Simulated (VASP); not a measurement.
Input of a VASP 6.6.1 run:

File POSCAR:

```
TlCl
1.0
    3.8388256317      0.0000000000      0.0000000000
    0.0000000000      3.8388256317      0.0000000000
    0.0000000000      0.0000000000      3.8388256317
Tl Cl
1 1
Direct
    0.0000000000      0.0000000000      0.0000000000
    0.5000000000      0.5000000000      0.5000000000
```

File INCAR.step1:

```
PREC     = Accurate       # precision mode
ENCUT    = 500            # plane-wave cutoff, eV
EDIFF    = 1E-8           # SCF threshold, eV
ISMEAR   = 0              # smearing method
SIGMA    = 0.01           # smearing width, eV
LREAL    = F              # projectors in reciprocal space
LASPH    = T              # aspherical terms in the spheres
NELM     = 100            # most SCF steps
ALGO     = Normal         # electronic algorithm
LWAVE    = T              # write WAVECAR
LCHARG   = F              # write CHGCAR
```

File INCAR.step2:

```
PREC     = Accurate       # precision mode
ENCUT    = 500            # plane-wave cutoff, eV
EDIFF    = 1E-8           # SCF threshold, eV
ISMEAR   = 0              # smearing method
SIGMA    = 0.01           # smearing width, eV
LREAL    = F              # projectors in reciprocal space
LASPH    = T              # aspherical terms in the spheres
NELM     = 1              # most SCF steps
ALGO     = Exact          # electronic algorithm
LWAVE    = T              # write WAVECAR
LCHARG   = F              # write CHGCAR
NBANDS   = 223            # bands
LOPTICS  = T              # frequency-dependent dielectric function
ISTART   = 1
```

INCAR.step3

```
PREC     = Accurate       # precision mode
ENCUT    = 500            # plane-wave cutoff, eV
EDIFF    = 1E-8           # SCF threshold, eV
ISMEAR   = 0              # smearing method
SIGMA    = 0.01           # smearing width, eV
LREAL    = F              # projectors in reciprocal space
LASPH    = T              # aspherical terms in the spheres
ALGO     = EVGW0          # electronic algorithm
LWAVE    = F              # write WAVECAR
LCHARG   = F              # write CHGCAR
NELMGW   = 1            
NBANDS   = 223            # bands
ENCUTGW  = 140.0          # cutoff of the response function
NOMEGA   = 96             # frequency points
PRECFOCK = Fast         
ISTART   = 1            
NBANDSGW = 19           
OMEGAMAX = 20
```

KPOINTS

```
Automatic mesh
0
Gamma
  4 4 4
```

Potentials or basis: VASP PAW LDA potentials, release 64 (Tl_d_GW, Cl_GW).

The run is started by

```bash
$ cat potpaw_LDA.64/Tl_d_GW/POTCAR potpaw_LDA.64/Cl_GW/POTCAR > POTCAR
$ cp INCAR.step1 INCAR
$ mpirun -np 1 vasp_std > vasp.out
$ cp INCAR.step2 INCAR
$ mpirun -np 1 vasp_std > vasp.out
$ cp INCAR.step3 INCAR
$ mpirun -np 1 vasp_std > vasp.out
```

Problem. Predict the quasiparticle gap.

Solution. 3.13 eV.

Problem. Estimate the least direct quasiparticle gap.

Solution. 3.13 eV.

Problem. Estimate the band gap of the starting levels on the mesh.

Solution. 1.84 eV.

Caveat: the k points lie up to 0.41 Å⁻¹ apart; bands, screening cutoff and mesh are small and nothing is extrapolated, so the quasiparticle values aren't converged; spin-orbit coupling is left out, which moves the levels of the heavy elements.
